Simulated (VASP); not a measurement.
Write the native input for VASP 6.6.1 that does the following.

| Property | Result |
| --- | --- |
| Task | single point |
| Functional | r2SCAN |
| Potentials or basis | VASP PAW PBE potentials, release 64 (Mg, O) |
| Cutoff | 520 eV |
| k mesh | 12 × 12 × 4 |
| Occupations | gaussian, width 0.01 eV |
| Spin | no spin polarisation |
| Dipole correction | no |
| Further INCAR settings | ALGO = Normal; EDIFF = 1e-07; NBANDS = 16 |

Crystal: MgO.

```
Mg O
1.0
     3.30779    0.00000    0.00000
    -1.65389    2.86463    0.00000
     0.00000    0.00000    4.98288
Mg O
2 2
Direct
  0.33333 0.66667 0.00216
  0.66667 0.33333 0.50216
  0.33333 0.66667 0.40244
  0.66667 0.33333 0.90244
```

One way to write it, as run:

POSCAR

```
MgO
1.0
    3.3077869900      0.0000000000      0.0000000000
   -1.6538934900      2.8646275600      0.0000000000
    0.0000000000      0.0000000000      4.9828816700
Mg O
2 2
Direct
    0.3333333300      0.6666666700      0.0021597400
    0.6666666700      0.3333333300      0.5021597400
    0.3333333300      0.6666666700      0.4024402600
    0.6666666700      0.3333333300      0.9024402600
```

INCAR.step1

```
PREC = Accurate
ENCUT = 520
ISMEAR = 0
SIGMA = 0.01
LREAL = False
LASPH = True
NELM = 80
NBANDS = 16
GGA = PE
ALGO = Normal
EDIFF = 1E-4
LWAVE = True
LCHARG = False
```

INCAR.step2

```
PREC = Accurate
ENCUT = 520
EDIFF = 1E-7
ISMEAR = 0
SIGMA = 0.01
LREAL = False
LASPH = True
NELM = 80
ALGO = Normal
ISIF = 2
LWAVE = False
LCHARG = True
METAGGA = R2SCAN
LMIXTAU = True
LELF = True
LVHAR = True
NBANDS = 16
ISTART = 1
```

KPOINTS

```
Automatic mesh
0
Gamma
  12 12 4
```

Potentials or basis: VASP PAW PBE potentials, release 64 (Mg, O).

Command:

```bash
$ cat potpaw_PBE.64/Mg/POTCAR potpaw_PBE.64/O/POTCAR > POTCAR
$ cp INCAR.step1 INCAR
$ mpirun -np 1 vasp_std > vasp.out
$ cp INCAR.step2 INCAR
$ mpirun -np 1 vasp_std > vasp.out
```

Results of the run:

```yaml
Pressure: -1.1 GPa
Largest_force: 0.028 eV/Å
Band_gap_on_the_k_mesh: 4.13 eV, direct
```

Caveat: the PAW data sets were made with another functional, which shifts forces and pressure a little.

It took 2.5 min on 1 thread of Intel(R) Xeon(R) Platinum 8488C (Sapphire Rapids) (shared host), peak memory 0.2 GiB.
